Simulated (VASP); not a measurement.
Crystal: B.

```
B
1.0
     0.00000    1.48803    3.46374
     0.85338    0.00000    3.46374
     0.85338    1.48803    0.00000
B
1
Direct
  0.50000 0.50000 0.50000
```

The cell was generated, and may not be a known phase.

```yaml
Program: VASP 6.6.1
Task: relaxation of cell and atoms
Functional: PBE
Potentials_or_basis: VASP PAW PBE potentials, release 64 (B)
Cutoff: 600 eV
k_mesh: 38 × 38 × 38
Occupations: gaussian, width 0.1 eV
Spin: no spin polarisation
```

At the start: pressure 0.5 GPa; volume 8.80 Å³/atom.

**Question.** How do energy, volume and symmetry change on relaxing?

**Answer.** Over 17 steps the energy falls by 9.0 meV/atom and the volume is 10.02 Å³/atom (+13.9 %); space group Fmmm (No. 69, to 0.1 Å) before and after.

The path:
| step | energy change (eV) | largest force (eV/Å) | pressure (GPa) | volume (Å³) |
| --- | --- | --- | --- | --- |
| 1 | 0.0000 | 0.0000 | 0.49 | 8.80 |
| 2 | -0.0014 | 0.0000 | 1.40 | 8.83 |
| 3 | -0.0016 | 0.0000 | 2.06 | 8.85 |
| 4 | -0.0025 | 0.0000 | 1.53 | 8.92 |
| 5 | -0.0042 | 0.0000 | -0.08 | 9.12 |
| 6 | -0.0042 | 0.0000 | -2.90 | 9.53 |
| 7 | -0.0047 | 0.0000 | -1.66 | 9.34 |
| 8 | -0.0054 | 0.0000 | -1.50 | 9.38 |
| 9 | -0.0071 | 0.0000 | -1.02 | 9.51 |
| 10 | -0.0087 | 0.0000 | -0.02 | 9.76 |
| 11 | -0.0088 | 0.0000 | 0.35 | 9.85 |
| 12 | -0.0088 | 0.0000 | 0.30 | 9.84 |
| 13 | -0.0089 | 0.0000 | 0.20 | 9.87 |
| 14 | -0.0090 | 0.0000 | -0.12 | 9.98 |
| 15 | -0.0090 | 0.0000 | -0.15 | 9.99 |
| 16 | -0.0090 | 0.0000 | -0.18 | 10.00 |
| 17 | -0.0090 | 0.0000 | 0.03 | 10.02 |

Final structure:
```cif
data_structure
_symmetry_space_group_name_H-M 'P 1'
_symmetry_Int_Tables_number 1
_cell_length_a 4.2182
_cell_length_b 4.0410
_cell_length_c 1.7112
_cell_angle_alpha 83.918
_cell_angle_beta 72.292
_cell_angle_gamma 23.790
_cell_volume 10.02
loop_
_atom_site_label
_atom_site_type_symbol
_atom_site_fract_x
_atom_site_fract_y
_atom_site_fract_z
_atom_site_occupancy
B1 B 0.50000 0.50000 0.50000 1
```

Caveat: an odd number of electrons without spin polarisation forces a metal; a magnetic or distorted state may lie lower.
